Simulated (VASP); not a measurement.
# P in VASP: settings compared

The runs below take P through single point, with r2SCAN, revPBE.

Program: VASP 6.6.1. These are calculated values, not measurements. Logs are shortened: lines on timing, memory, paths and dates and some standing lists are left out, and cuts for length are marked.

## 1. The cell of the first run

Symmetry: R-3m, No. 166, trigonal system. Conventional cell: a = 3.519 Å, b = 3.519 Å, c = 9.573 Å, α = 90.00°, β = 90.00°, γ = 120.00°. Within 3.1 Å of P (site symmetry 3m) lie 6 P at 2.34 to 2.88 Å.

## 2. Single point, r2SCAN, collinear spin

Contents of POSCAR:

```
P
1.0
    1.7595715195      1.0158890905      3.1910618704
   -1.7595715195      1.0158890905      3.1910618704
    0.0000000000     -2.0317781808      3.1910618704
P
2
Direct
    0.7729197500      0.7729197500      0.7729197500
    0.2270802500      0.2270802500      0.2270802500
```

Contents of INCAR.step1:

```
ALGO = Normal ; EDIFF = 1E-4
ENCUT = 520 ; GGA = PE
ISMEAR = 0 ; ISPIN = 2
LASPH = True ; LCHARG = False
LREAL = False ; LWAVE = True
MAGMOM = -0.06 -0.27 ; NBANDS = 16
NELM = 150 ; PREC = Accurate
SIGMA = 0.1
```

Contents of INCAR.step2:

```
ALGO = Normal ; EDIFF = 1E-7
ENCUT = 520 ; ISIF = 2
ISMEAR = 0 ; ISPIN = 2
ISTART = 1 ; LASPH = True
LCHARG = False ; LMIXTAU = True
LORBIT = 11 ; LREAL = False
LWAVE = False ; MAGMOM = -0.06 -0.27
METAGGA = R2SCAN ; NBANDS = 16
NELM = 150 ; PREC = Accurate
SIGMA = 0.1
```

Contents of KPOINTS:

```
k-points
0
Gamma
  9 9 9
```

Potentials or basis: VASP PAW PBE potentials, release 64 (P).

The run is started by

```
$ cat potpaw_PBE.64/P/POTCAR > POTCAR
$ cp INCAR.step1 INCAR
$ mpirun -np 1 vasp_std > vasp.out
$ cp INCAR.step2 INCAR
$ mpirun -np 1 vasp_std > vasp.out
```

OUTCAR:

```text
EDIFF = 1E-7
   ENCUT = 520
   ISIF = 2
   ISMEAR = 0
   ISPIN = 2
   ISTART = 1
   LASPH = True
   LORBIT = 11
   LREAL = False
   METAGGA = R2SCAN
   NELM = 150
   PREC = Accurate

 ion  position               nearest neighbor table
   1  0.773  0.773  0.773-   2 2.34   2 2.34   2 2.34   2 2.88   2 2.88   2 2.88
   2  0.227  0.227  0.227-   1 2.34   1 2.34   1 2.34   1 2.88   1 2.88   1 2.88

  LATTYP: Found a trigonal (rhomboedric) cell.
 ALAT       =     3.7829880303
 COS(alpha) =     0.5673129382

  Lattice vectors:

 A1 = (   1.7595715195,   1.0158890905,   3.1910618704)
 A2 = (  -1.7595715195,   1.0158890905,   3.1910618704)
 A3 = (   0.0000000000,  -2.0317781808,   3.1910618704)

Analysis of symmetry for initial positions (statically):
=====================================================================
 Subroutine PRICEL returns:
 Original cell was already a primitive cell.

 Routine SETGRP: Setting up the symmetry group for a
 trigonal (rhombohedral) supercell.

 Subroutine GETGRP returns: Found 12 space group operations
 (whereof 12 operations were pure point group operations)
 out of a pool of 12 trial point group operations.

The static configuration has the point symmetry D_3d.

Analysis of symmetry for dynamics (positions and initial velocities):
=====================================================================
 Subroutine PRICEL returns:
 Original cell was already a primitive cell.

 Routine SETGRP: Setting up the symmetry group for a
 trigonal (rhombohedral) supercell.

 Subroutine GETGRP returns: Found 12 space group operations
 (whereof 12 operations were pure point group operations)
 out of a pool of 12 trial point group operations.

The dynamic configuration has the point symmetry D_3d.

Analysis of structural, dynamic, and magnetic symmetry:
=====================================================================
 Subroutine PRICEL returns:
 Original cell was already a primitive cell.

 Routine SETGRP: Setting up the symmetry group for a
 trigonal (rhombohedral) supercell.

 Subroutine GETGRP returns: Found  6 space group operations
 (whereof  6 operations were pure point group operations)
 out of a pool of 12 trial point group operations.

The overall configuration has the point symmetry C_3v.

 Subroutine INISYM returns: Found  6 space group operations
 (whereof  6 operations are pure point group operations),
[... 119 lines left out ...]
  Thomas-Fermi vector in A             =   2.222464
   LORBIT       =     11    0 simple, 1 ext, 2 COOP (PROOUT), +10 PAW based schemes
   METAGGA = R2SCAN    functional components
   LHFCALC =     F    Hartree Fock is set to
   AEXX    =    0.0000 exact exchange contribution
   IVDW    =     0    specifies the selected vdW correction
   LEPSILON=     F    determine dielectric tensor
   LRPA    =     F    only Hartree local field effects (RPA)
 spin polarized calculation
 Gauss-broadening in eV      SIGMA  =   0.10
  energy-cutoff  :      520.00
  volume of cell :       34.22
 maximum number of plane-waves:       939
   NGX = 15   NGY = 15   NGZ = 15

 number of electron      10.0000000 magnetization      -0.0000003

 number of electron      10.0000000 magnetization       0.0000005

 Free energy of the ion-electron system (eV)
  ---------------------------------------------------
  ext. energy  EPLUGINS =         0.00000000
  ---------------------------------------------------
  free energy    TOTEN  =       -17.75215454 eV

  energy without entropy =      -17.75115664  energy(sigma->0) =      -17.75165559

 E-fermi :   8.2817     XC(G=0): -11.0198

 val. band max:        8.2243720469   @ k =   0.3333   0.1111   0.1111
 cond. band min:       8.2934874909   @ k =   0.4444   0.4444   0.4444
 fundamental gap:      0.0691154440
 Fermi energy:         8.2816591334

 spin component 1

 k-point     1 :       0.0000    0.0000    0.0000
  band No.  band energies     occupation
      1      -8.5914      1.00000
      2       4.1480      1.00000
      3       4.9749      1.00000
      4       5.1565      1.00000
      5       5.1565      1.00000
      6       9.6761      0.00000
[... 435 lines left out ...]
      5       2.9396      1.00000
      6       8.8155      0.00000
[... 8 lines left out ...]
     15      23.2750      0.00000
     16      24.5959      0.00000

 [... further k-points ...]

 spin component 2

 k-point     1 :       0.0000    0.0000    0.0000
  band No.  band energies     occupation
      1      -8.5914      1.00000
      2       4.1480      1.00000
      3       4.9749      1.00000
      4       5.1565      1.00000
      5       5.1565      1.00000
      6       9.6761      0.00000
[... 435 lines left out ...]
      5       2.9396      1.00000
      6       8.8155      0.00000
[... 8 lines left out ...]
     15      23.2750      0.00000
     16      24.5959      0.00000

 [... further k-points ...]

------------------------ aborting loop because EDIFF is reached ----------------------------------------

  FORCE on cell =-STRESS in cart. coord.  units (eV):
  Direction    XX          YY          ZZ          XY          YZ          ZX
  --------------------------------------------------------------------------------------
  -------------------------------------------------------------------------------------
  Total       -1.1051218     -1.1051218     -0.8342545      0.0000000     -0.0000000      0.0000000
  in kB      -51.7345920    -51.7345920    -39.0543541      0.0000000     -0.0000000      0.0000000
  external PRESSURE =     -47.5078461 kB  Pullay stress =       0.0000000 kB

 VOLUME and BASIS-vectors are now :
 -----------------------------------------------------------------------------
  energy-cutoff  :      520.00
  volume of cell :       34.22
      direct lattice vectors                 reciprocal lattice vectors
     1.759571519  1.015889090  3.191061870     0.284160089  0.164059904  0.104458436
    -1.759571519  1.015889090  3.191061870    -0.284160089  0.164059904  0.104458436
     0.000000000 -2.031778181  3.191061870     0.000000000 -0.328119808  0.104458436

 POSITION                                       TOTAL-FORCE (eV/Angst)
 -----------------------------------------------------------------------------------
      0.00000      0.00000      7.39930         0.000000      0.000000      0.439759
      0.00000      0.00000      2.17388         0.000000     -0.000000     -0.439759
 -----------------------------------------------------------------------------------
    total drift:                                0.000000     -0.000000      0.000000

  FREE ENERGIE OF THE ION-ELECTRON SYSTEM (eV)
  ---------------------------------------------------
  free  energy   TOTEN  =       -17.7521545397 eV

  energy  without entropy=      -17.7511566419  energy(sigma->0) =      -17.75165559

 total charge

# of ion       s       p       d       tot
------------------------------------------
    1        1.089   1.312   0.000   2.401
    2        1.089   1.312   0.000   2.401
--------------------------------------------------
tot          2.178   2.623   0.000   4.801

 magnetization (x)

# of ion       s       p       d       tot
------------------------------------------
    1        0.000   0.000   0.000   0.000
    2        0.000  -0.000   0.000  -0.000
--------------------------------------------------
tot          0.000   0.000   0.000   0.000
```

OUTCAR.step1:

```text
EDIFF = 1E-4
   ENCUT = 520
   GGA = PE
   ISMEAR = 0
   ISPIN = 2
[... 1156 lines left out ...]
 -----------------------------------------------------------------------------------
      0.00000      0.00000      7.39930         0.000000      0.000000      0.211147
      0.00000      0.00000      2.17388         0.000000     -0.000000     -0.211147
 -----------------------------------------------------------------------------------
    total drift:                                0.000000     -0.000000      0.000085

  FREE ENERGIE OF THE ION-ELECTRON SYSTEM (eV)
  ---------------------------------------------------
  free  energy   TOTEN  =       -10.6425638320 eV

  energy  without entropy=      -10.6416838120  energy(sigma->0) =      -10.64212382
```

It took 8.3 min on 1 thread of Intel Xeon 8259CL, shared host; peak memory 0.21 GiB.

Results:

```yaml
Free_energy: -17.7522 eV
Pressure: -4.8 GPa
Largest_force: 0.440 eV/Å
Band_gap_on_the_k_mesh: zero (filled and empty bands overlap)
Net_moment: 0.00 μB per cell
Valence_electrons_inside_the_program's_atomic_spheres: P 2.40
```

Forces in eV/Å, atoms in the order of the input:
```
P    0.000  0.000  0.440
P    0.000  0.000 -0.440
```

Caveat: the cell stands under tension; the PAW data sets were made with another functional, which shifts forces and pressure a little.

## 3. Single point, revPBE, collinear spin (atoms moved at random)

Contents of INCAR:

```
SYSTEM = P
PREC = Accurate
ENCUT = 520
EDIFF = 1E-6
ISMEAR = 0
SIGMA = 0.02
LREAL = .FALSE.
LASPH = .TRUE.
NELM = 150
ALGO = Normal
ISIF = 2
LWAVE = .FALSE.
LCHARG = .TRUE.
ISPIN = 2
MAGMOM = 0.5 -0.5
LORBIT = 11
GGA = RE
LELF = .TRUE.
LVHAR = .TRUE.
NBANDS = 16
```

Contents of KPOINTS:

```
Automatic mesh
0
G
  7 7 7
  0 0 0
```

Contents of POSCAR:

```
P
1.0
    1.7257251780      0.9963478961      3.1296800121
   -1.7257251780      0.9963478961      3.1296800121
    0.0000000000     -1.9926957921      3.1296800121
P
2
Direct
    0.7492450000      0.7379580000      0.7835350000
    0.2200480000      0.2385870000      0.2153490000
```

Potentials or basis: VASP PAW PBE potentials, release 64 (P).

The run is started by

```
$ cat potpaw_PBE.64/P/POTCAR > POTCAR
$ mpirun -np 1 vasp_std > vasp.out
```

It took 4.1 min on 1 thread of Intel Xeon 8259CL, shared host; peak memory 0.25 GiB.

The run converged. Its results:

```yaml
Free_energy: -9.9614 eV
Pressure: -1.2 GPa
Largest_force: 0.728 eV/Å
Band_gap_on_the_k_mesh: zero (filled and empty bands overlap)
Net_moment: 0.00 μB per cell
Valence_electrons_inside_the_program's_atomic_spheres: P 2.40
```

Forces in eV/Å, atoms in the order of the input:
```
P   -0.180  0.193  0.678
P    0.180 -0.193 -0.678
```

Stress tensor (GPa, compression positive):
```
-0.02 -0.38  0.20
-0.38  1.86 -1.23
 0.20 -1.23 -5.32
```

Levels at points of the mesh, in eV from the Fermi level:
Spin up:
```csv
k point,band 3,band 4,band 5,band 6,band 7,band 8
"(0.00, 0.00, 0.00)",-3.26,-2.48,-1.89,2.26,2.81,3.93
```
Spin down:
```
           k point  band 2  band 3  band 4  band 5  band 6  band 7  band 8  band 9
(0.00, 0.00, 0.00)   -3.33   -3.26   -2.48   -1.89    2.26    2.81    3.93    5.33
```

Caveat: the cell differs from its parent crystal (atoms moved at random); the stress differs along the axes, from -5 to 2 GPa; the PAW data sets were made with another functional, which shifts forces and pressure a little.

## 4. Single point, r2SCAN

This run uses another cell than the first one, of 16.14 Å³/atom.

Contents of POSCAR:

```
P
1.0
    1.7257251780      0.9963478961      3.1296800121
   -1.7257251780      0.9963478961      3.1296800121
    0.0000000000     -1.9926957921      3.1296800121
P
2
Direct
    0.7729197500      0.7729197500      0.7729197500
    0.2270802500      0.2270802500      0.2270802500
```

Contents of INCAR.step1:

```
PREC     = Accurate       # precision mode
ENCUT    = 520            # plane-wave cutoff, eV
ISMEAR   = -4             # smearing method
SIGMA    = 0.05           # smearing width, eV
LREAL    = F              # projectors in reciprocal space
LASPH    = T              # aspherical terms in the spheres
NELM     = 100            # most SCF steps
NBANDS   = 12             # bands
GGA      = PE             # functional
ALGO     = Normal         # electronic algorithm
EDIFF    = 1E-4           # SCF threshold, eV
LWAVE    = T              # write WAVECAR
LCHARG   = F              # write CHGCAR
```

Contents of INCAR.step2:

```
PREC     = Accurate       # precision mode
ENCUT    = 520            # plane-wave cutoff, eV
EDIFF    = 1E-7           # SCF threshold, eV
ISMEAR   = -4             # smearing method
SIGMA    = 0.05           # smearing width, eV
LREAL    = F              # projectors in reciprocal space
LASPH    = T              # aspherical terms in the spheres
NELM     = 100            # most SCF steps
ALGO     = Normal         # electronic algorithm
ISIF     = 2              # what is computed and relaxed
LWAVE    = F              # write WAVECAR
LCHARG   = F              # write CHGCAR
METAGGA  = R2SCAN         # meta-GGA
LMIXTAU  = T            
NBANDS   = 12             # bands
ISTART   = 1
```

Contents of KPOINTS:

```
regular mesh
0
Gamma
  9 9 9
```

The run is started by

```
$ cat potpaw_PBE.64/P/POTCAR > POTCAR
$ cp INCAR.step1 INCAR
$ mpirun -np 1 vasp_std > vasp.out
$ cp INCAR.step2 INCAR
$ mpirun -np 1 vasp_std > vasp.out
```

Wall time 3.6 min (1 thread of Oxide Virtual Turin-like, shared host); peak memory 0.13 GiB.

It converged, with:

```yaml
Free_energy: -17.7685 eV
Pressure: 0.4 GPa
Largest_force: 0.054 eV/Å
Band_gap_on_the_k_mesh: zero (bands 5 and 6 overlap by 0.72 eV)
```

Forces in eV/Å, atoms in the order of the input:
```
P    0.000  0.000  0.054
P    0.000  0.000 -0.054
```

Stress tensor (GPa, compression positive):
```
 0.74  0.00  0.00
 0.00  0.74  0.00
 0.00  0.00 -0.33
```

Levels at points of the mesh, in eV from the Fermi level:
```tsv
k point	band 1	band 2	band 3	band 4	band 5	band 6	band 7	band 8	band 9	band 10
(0.00, 0.00, 0.00)	-17.58	-3.82	-3.60	-3.36	-3.36	1.32	2.62	2.62	5.98	5.98
```

Caveat: the PAW data sets were made with another functional, which shifts forces and pressure a little; tetrahedron occupations give inexact forces and stress in metals.

## 5. The runs side by side

```tsv
level	spin	cell	k mesh	smearing	gap on the mesh (eV)	pressure (GPa)	moment (μB)	largest force (eV/Å)
r2SCAN	collinear	a = 3.783 Å, angles 55.4°, 2 atoms, atomic positions A	9 × 9 × 9	gaussian 0.1 eV	none	-4.8	0.00	0.44
revPBE	collinear	a = 3.710 Å, angles 55.4°, 2 atoms, atomic positions B	7 × 7 × 7	gaussian 0.02 eV	none	-1.2	0.00	0.73
r2SCAN	off	a = 3.710 Å, angles 55.4°, 2 atoms, atomic positions A	9 × 9 × 9	tetrahedron	none	0.4	-	0.05
```

Alike in all rows: task single point; potentials or basis VASP PAW PBE potentials, release 64 (P); cutoff (eV) 520.

Caveats: the PAW data sets were made with another functional, which shifts forces and pressure a little; the cell stands under tension (at least some runs); the stress differs along the axes, from -5 to 2 GPa (at least some runs); tetrahedron occupations give inexact forces and stress in metals (at least some runs).

Total energies depend on the potentials used, so only differences within one code and one set of settings carry meaning.

The gap in the log of VASP goes by the Fermi energy; the results here count the filled bands.